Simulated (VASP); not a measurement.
Runs of VASP 6.6.1 on Te2Mo. The cell holds a slab with vacuum, 3 atoms: a = 3.560 Å, b = 3.560 Å, c = 17.524 Å, α = 90.00°, β = 90.00°, γ = 120.00°. 

```csv
k mesh,gap on the mesh (eV),largest force (eV/Å)
3 × 3 × 1,(b),(a)
9 × 9 × 2,1.04,0.37
7 × 7 × 2,1.38,0.37
5 × 5 × 1,1.44,0.37
6 × 6 × 1,1.04,0.36
```

Alike in all rows: task single point; level LDA; potentials or basis VASP PAW LDA potentials, release 64 (Te, Mo_sv); no spin polarisation; cell as given; cutoff (eV) 520; smearing gaussian 0.1 eV.

Question: Estimate the missing entries.

Answer: (a) 0.55; (b) 0.99.

Caveats: some runs use coarse meshes; spin-orbit coupling is left out, which moves the levels of the heavy elements.

A k mesh can miss the band edges, and the runs leave out spin-orbit coupling on Mo, Te.
